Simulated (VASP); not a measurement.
# C (R-3m) in VASP: notebook

Runs on C. Level: PBEsol. Tasks: single point, relaxation of volume and atoms at fixed shape.

Program: VASP 6.6.1. These are calculated values, not measurements. Logs are shortened: lines on timing, memory, paths and dates and some standing lists are left out, and cuts for length are marked.

**1. The cell of the first run**

It takes space group R-3m (No. 166, trigonal). The conventional cell has a = 2.460 Å, b = 2.460 Å, c = 10.057 Å, α = 90.00°, β = 90.00°, γ = 120.00°. Within 1.9 Å of C (site symmetry 3m) lie 3 C at 1.42 Å.

**2. Single point, PBEsol**

INCAR reads:

```
PREC = Accurate ; ENCUT = 520
EDIFF = 1E-6 ; ISMEAR = -1
SIGMA = 0.05 ; LREAL = F
LASPH = T ; NELM = 80
ALGO = Normal ; ISIF = 2
LWAVE = F ; LCHARG = T
GGA = PS ; LELF = T
LVHAR = T ; NBANDS = 11
```

KPOINTS reads:

```
Automatic mesh
0
Gamma
  12 12 12
```

POSCAR reads:

```
C
1.0
    1.2299760195      0.7101269876      3.3523188713
   -1.2299760195      0.7101269876      3.3523188713
    0.0000000000     -1.4202539703      3.3523188724
C
2
Direct
    0.8334147532      0.8334147532      0.8334147532
    0.1665852468      0.1665852468      0.1665852468
```

Potentials or basis: VASP PAW PBE potentials, release 64 (C).

Run with:

```console
$ cat potpaw_PBE.64/C/POTCAR > POTCAR
$ mpirun -np 1 vasp_std > vasp.out
```

OUTCAR:

```text
PREC = Accurate
   ENCUT = 520
   EDIFF = 1E-6
   ISMEAR = -1
   LREAL = F
   LASPH = T
   NELM = 80
   ISIF = 2
   GGA = PS

 ion  position               nearest neighbor table
   1  0.833  0.833  0.833-   2 1.42   2 1.42   2 1.42
   2  0.167  0.167  0.167-   1 1.42   1 1.42   1 1.42

  LATTYP: Found a trigonal (rhomboedric) cell.
 ALAT       =     3.6407640904
 COS(alpha) =     0.7717355886

  Lattice vectors:

 A1 = (   1.2299760195,   0.7101269876,   3.3523188713)
 A2 = (  -1.2299760195,   0.7101269876,   3.3523188713)
 A3 = (   0.0000000000,  -1.4202539703,   3.3523188724)

Analysis of symmetry for initial positions (statically):
=====================================================================
 Subroutine PRICEL returns:
 Original cell was already a primitive cell.

 Routine SETGRP: Setting up the symmetry group for a
 trigonal (rhombohedral) supercell.

 Subroutine GETGRP returns: Found 12 space group operations
 (whereof 12 operations were pure point group operations)
 out of a pool of 12 trial point group operations.

The static configuration has the point symmetry D_3d.

Analysis of symmetry for dynamics (positions and initial velocities):
=====================================================================
 Subroutine PRICEL returns:
 Original cell was already a primitive cell.

 Routine SETGRP: Setting up the symmetry group for a
 trigonal (rhombohedral) supercell.

 Subroutine GETGRP returns: Found 12 space group operations
 (whereof 12 operations were pure point group operations)
 out of a pool of 12 trial point group operations.

The dynamic configuration has the point symmetry D_3d.

 Subroutine INISYM returns: Found 12 space group operations
 (whereof 12 operations are pure point group operations),
 and found     1 'primitive' translations

----------------------------------------------------------------------------------------

                                     Primitive cell

  volume of cell :      17.5683

  direct lattice vectors                    reciprocal lattice vectors
     1.229976020  0.710126988  3.352318871     0.406511991  0.234699807  0.099433659
    -1.229976020  0.710126988  3.352318871    -0.406511991  0.234699807  0.099433659
     0.000000000 -1.420253970  3.352318872     0.000000000 -0.469399614  0.099433660

  length of vectors
     3.640764090  3.640764090  3.640764090     0.479815642  0.479815642  0.479815642

  position of ions in fractional coordinates (direct lattice)
     0.833414753  0.833414753  0.833414753
     0.166585247  0.166585247  0.166585247

  ion indices of the primitive-cell ions
   primitive index   ion index
                 1           1
                 2           2

----------------------------------------------------------------------------------------

 KPOINTS: Automatic mesh

Automatic generation of k-mesh.
 Grid dimensions read from file:
 generate k-points for:   12   12   12

 Generating k-lattice:

  Cartesian coordinates                     Fractional coordinates (reciprocal lattice)
     0.033875999  0.019558317  0.008286138     0.083333333  0.000000000 -0.000000000
    -0.033875999  0.019558317  0.008286138     0.000000000  0.083333333 -0.000000000
     0.000000000 -0.039116635  0.008286138    -0.000000000 -0.000000000  0.083333333

  Length of vectors
     0.039984637  0.039984637  0.039984637

  Shift w.r.t. Gamma in fractional coordinates (k-lattice)
     0.000000000  0.000000000  0.000000000

 Subroutine IBZKPT returns following result:
 ===========================================

 Found    189 irreducible k-points:

 Following reciprocal coordinates:
            Coordinates               Weight
  0.000000  0.000000  0.000000      1.000000
  0.083333  0.000000  0.000000      6.000000
  0.166667  0.000000  0.000000      6.000000
  0.250000 -0.000000  0.000000      6.000000
  0.333333  0.000000  0.000000      6.000000
  0.416667 -0.000000  0.000000      6.000000
[... 16 lines left out ...]
  0.500000  0.166667  0.000000     12.000000
 -0.416667  0.166667 -0.000000     12.000000
 [... further k-points ...]
   k-points           NKPTS =    189   k-points in BZ     NKDIM =    189   number of bands    NBANDS=     11
   number of dos      NEDOS =    301   number of ions     NIONS =      2
   total plane-waves  NPLWV =  21952
   dimension x,y,z NGX =    28 NGY =   28 NGZ =   28
   dimension x,y,z NGXF=    56 NGYF=   56 NGZF=   56
   ions per type =               2
   NGX,Y,Z   is equivalent  to a cutoff of  12.79, 12.79, 12.79 a.u.
   NGXF,Y,Z  is equivalent  to a cutoff of  25.57, 25.57, 25.57 a.u.
 SYSTEM =  unknown system
   PREC   = accura    normal or accurate (medium, high low for compatibility)
   ISTART =      0    job   : 0-new  1-cont  2-samecut
   ICHARG =      2    charge: 1-file 2-atom 10-const
   ISPIN  =      1    spin polarized calculation?
   LNONCOLLINEAR =      F non collinear calculations
   LSORBIT =      F    spin-orbit coupling
   LASPH  =      T    aspherical Exc in radial PAW
   ENCUT  =  520.0 eV  38.22 Ry    6.18 a.u.   6.77  6.77  6.77*2*pi/ulx,y,z
   NELM   =     80;   NELMIN=  2; NELMDL= -5     # of ELM steps
   EDIFF  = 0.1E-05   stopping-criterion for ELM
   LREAL  =      F    real-space projection
   EDIFFG = 0.1E-04   stopping-criterion for IOM
   NSW    =      0    number of steps for IOM
   IBRION =     -1    ionic relax: 0-MD 1-quasi-New 2-CG
   NFREE  =      0    steps in history (QN), initial steepest desc. (CG)
   ISIF   =      2    stress and relaxation
   ISYM   =      2    0-nonsym 1-usesym 2-fastsym
   POTIM  = 0.5000    time-step for ionic-motion
   TEBEG  =    0.0;   TEEND  =   0.0 temperature during run
   PSTRESS=    0.0 pullay stress
   NELECT =       8.0000    total number of electrons
   NUPDOWN=      -1.0000    fix difference up-down
   EMIN   =  10.00;   EMAX   =-10.00  energy-range for DOS
   EFERMI =   0.00;   METHOD = LEGACY
   ISMEAR =    -1;   SIGMA  =   0.05  broadening in eV -4-tet -1-fermi 0-gaus
   EFERMI_NEDOS =   21; number of points for ismear=-14 and -15
   IALGO  =     38    algorithm
   IMIX   =      4    mixing-type and parameters
     AMIX     =   0.40;   BMIX     =  1.00
     AMIX_MAG =   1.60;   BMIX_MAG =  1.00
  volume/ion in A,a.u.               =       8.78        59.28
  Fermi-wavevector in a.u.,A,eV,Ry     =   1.259491  2.380093 21.583162  1.586318
  Thomas-Fermi vector in A             =   2.393048
   LORBIT       =      0    0 simple, 1 ext, 2 COOP (PROOUT), +10 PAW based schemes
   GGA     = PS    functional components
   LHFCALC =     F    Hartree Fock is set to
   AEXX    =    0.0000 exact exchange contribution
   IVDW    =     0    specifies the selected vdW correction
   LEPSILON=     F    determine dielectric tensor
   LRPA    =     F    only Hartree local field effects (RPA)
 non-spin polarized calculation
  energy-cutoff  :      520.00
  volume of cell :       17.57
 maximum number of plane-waves:       486
   NGX = 13   NGY = 13   NGZ = 13

 number of electron       8.0000000 magnetization

 Free energy of the ion-electron system (eV)
  ---------------------------------------------------
  ext. energy  EPLUGINS =         0.00000000
  ---------------------------------------------------
  free energy    TOTEN  =       -19.28442767 eV

  energy without entropy =      -19.28440535  energy(sigma->0) =      -19.28441651

 E-fermi :   4.6438     XC(G=0): -10.5668

 val. band max:        4.3072444379   @ k =  -0.3333   0.3333   0.0000
 cond. band min:       4.9782933378   @ k =  -0.3333   0.3333   0.0000
 fundamental gap:      0.6710488999
 Fermi energy:         4.6437870082

 k-point     1 :       0.0000    0.0000    0.0000
  band No.  band energies     occupation
      1     -15.0253      2.00000
      2      -1.9563      2.00000
      3       1.6827      2.00000
      4       1.6827      2.00000
      5       8.6721      0.00000
      6      13.0327      0.00000
      7      13.0327      0.00000
      8      16.0989      0.00000
      9      17.5470      0.00000
     10      27.1577      0.00000
     11      30.1787      0.00000

 k-point     2 :       0.0833    0.0000    0.0000
  band No.  band energies     occupation
      1     -14.8566      2.00000
      2      -1.7858      2.00000
      3       1.0307      2.00000
      4       1.3412      2.00000
      5       8.9119      0.00000
      6      13.1110      0.00000
      7      13.7342      0.00000
      8      15.5148      0.00000
      9      17.8406      0.00000
     10      27.6882      0.00000
     11      28.8560      0.00000

 k-point     3 :       0.1667    0.0000    0.0000
  band No.  band energies     occupation
      1     -14.3527      2.00000
      2      -1.2776      2.00000
      3      -0.6146      2.00000
      4       0.5426      2.00000
      5       9.6278      0.00000
      6      13.0954      0.00000
      7      13.9864      0.00000
      8      15.5911      0.00000
      9      18.7572      0.00000
     10      26.1640      0.00000
     11      29.0274      0.00000

 k-point     4 :       0.2500   -0.0000    0.0000
  band No.  band energies     occupation
      1     -13.5202      2.00000
      2      -2.7304      2.00000
      3      -0.4445      2.00000
      4      -0.3425      2.00000
      5      10.7783      0.00000
      6      11.9019      0.00000
      7      12.9127      0.00000
      8      18.1586      0.00000
      9      19.9706      0.00000
     10      24.0057      0.00000
     11      26.8430      0.00000

 k-point     5 :       0.3333    0.0000    0.0000
  band No.  band energies     occupation
      1     -12.3724      2.00000
      2      -4.9591      2.00000
      3      -1.0795      2.00000
      4       0.6713      2.00000
      5       9.6242      0.00000
      6      12.3024      0.00000
      7      12.7640      0.00000
      8      20.2038      0.00000
      9      21.0140      0.00000
     10      23.1686      0.00000
     11      25.6426      0.00000
[... 211 lines left out ...]
 k-point    21 :       0.3333    0.1667    0.0000
  band No.  band energies     occupation
      1     -12.9837      2.00000
      2      -3.0431      2.00000
      3      -1.7450      2.00000
      4      -0.2873      2.00000
      5      10.9449      0.00000
      6      12.2384      0.00000
      7      14.7593      0.00000
      8      16.3902      0.00000
      9      21.2788      0.00000
     10      22.4135      0.00000
     11      27.9176      0.00000

 k-point    22 :       0.4167    0.1667    0.0000
  band No.  band energies     occupation
      1     -11.8432      2.00000
      2      -4.8224      2.00000
      3      -2.7839      2.00000
      4       0.8056      2.00000
      5       9.1536      0.00000
      6      13.7746      0.00000
      7      15.1817      0.00000
      8      17.4950      0.00000
      9      19.7824      0.00000
     10      23.5132      0.00000
     11      26.7501      0.00000

 k-point    23 :       0.5000    0.1667    0.0000
  band No.  band energies     occupation
      1     -10.4320      2.00000
      2      -6.7820      2.00000
      3      -3.3513      2.00000
      4       2.1205      2.00000
      5       7.4076      0.00000
      6      14.8741      0.00000
      7      15.3880      0.00000
      8      17.9149      0.00000
      9      19.5500      0.00000
     10      23.1261      0.00000
     11      27.7805      0.00000

 k-point    24 :      -0.4167    0.1667   -0.0000
  band No.  band energies     occupation
      1      -9.1891      2.00000
      2      -8.2321      2.00000
      3      -3.5370      2.00000
      4       3.1661      2.00000
      5       6.2643      0.00000
      6      14.8709      0.00000
      7      15.8495      0.00000
      8      16.9527      0.00000
      9      20.1164      0.00000
     10      23.7416      0.00000
     11      27.6866      0.00000

 [... further k-points ...]

------------------------ aborting loop because EDIFF is reached ----------------------------------------

  FORCE on cell =-STRESS in cart. coord.  units (eV):
  Direction    XX          YY          ZZ          XY          YZ          ZX
  --------------------------------------------------------------------------------------
  -------------------------------------------------------------------------------------
  Total        0.0467317      0.0467317      0.1225279      0.0000000      0.0000000      0.0000000
  in kB        4.2617997      4.2617997     11.1741960      0.0000000      0.0000000      0.0000000
  external PRESSURE =       6.5659318 kB  Pullay stress =       0.0000000 kB

 VOLUME and BASIS-vectors are now :
 -----------------------------------------------------------------------------
  energy-cutoff  :      520.00
  volume of cell :       17.57
      direct lattice vectors                 reciprocal lattice vectors
     1.229976020  0.710126988  3.352318871     0.406511991  0.234699807  0.099433659
    -1.229976020  0.710126988  3.352318871    -0.406511991  0.234699807  0.099433659
     0.000000000 -1.420253970  3.352318872     0.000000000 -0.469399614  0.099433660

 POSITION                                       TOTAL-FORCE (eV/Angst)
 -----------------------------------------------------------------------------------
      0.00000      0.00000      8.38162         0.000000      0.000000      0.000112
      0.00000      0.00000      1.67534         0.000000     -0.000000     -0.000112
 -----------------------------------------------------------------------------------
    total drift:                               -0.000000      0.000000     -0.000000

  FREE ENERGIE OF THE ION-ELECTRON SYSTEM (eV)
  ---------------------------------------------------
  free  energy   TOTEN  =       -19.2844276696 eV

  energy  without entropy=      -19.2844053520  energy(sigma->0) =      -19.28441651
```

It took 45 s on 1 thread of Intel Xeon Platinum 8375C at 2.90GHz (Ice Lake), shared host; peak memory 0.16 GiB.

What came out:

```
Free energy            : -19.2844 eV
Pressure               : 0.7 GPa
Band gap on the k mesh : 0.67 eV, direct
```

Stress tensor (GPa, compression positive):
```
0.43 0.00 0.00
0.00 0.43 0.00
0.00 0.00 1.12
```

Caveat: the PAW data sets were made with another functional, which shifts forces and pressure a little. A k mesh can miss the band edges.

(Part 1 of 2 ends here.)
